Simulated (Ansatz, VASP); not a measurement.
# Hg: VASP beside Ansatz

```
CELL_PARAMETERS angstrom
3.58993 0.00000 0.00000
-1.79497 3.10897 0.00000
0.00000 0.00000 11.24414
ATOMIC_POSITIONS crystal
Hg 0.00000 0.00000 0.00000
Hg 0.33333 0.66667 0.25000
Hg 0.00000 0.00000 0.50000
Hg 0.66667 0.33333 0.75000
```

Alike in both runs: functional PBE; k mesh 15 × 15 × 4; occupations gaussian, width 0.1 eV; no spin polarisation.

Ansatz relaxed the structure, and its values are those at the end. VASP's run is a single point on that final structure, the one shown.

```csv
,VASP,Ansatz
version,VASP 6.6.1,Ansatz 0.2.0
potentials or method,"VASP PAW PBE potentials, release 64 (Hg), cutoff 520 eV","scalar-relativistic, plane waves, PAW"
valence electrons in the cell,48,80
```

VASP gave:

* gap on the k mesh at the Fermi level (eV): 0.27
* least direct gap on the mesh (eV): 0.83
* pressure (GPa): 0.0

Problem. Estimate Ansatz's values.

Solution. gap on the k mesh at the Fermi level (eV): 0.26; least direct gap on the mesh (eV): 0.82; pressure (GPa): 0.0.

VASP's potentials hold 48 valence electrons a cell and Ansatz's 80, so a difference there can come from the potentials and not from the codes.

Spin-orbit coupling is off throughout.
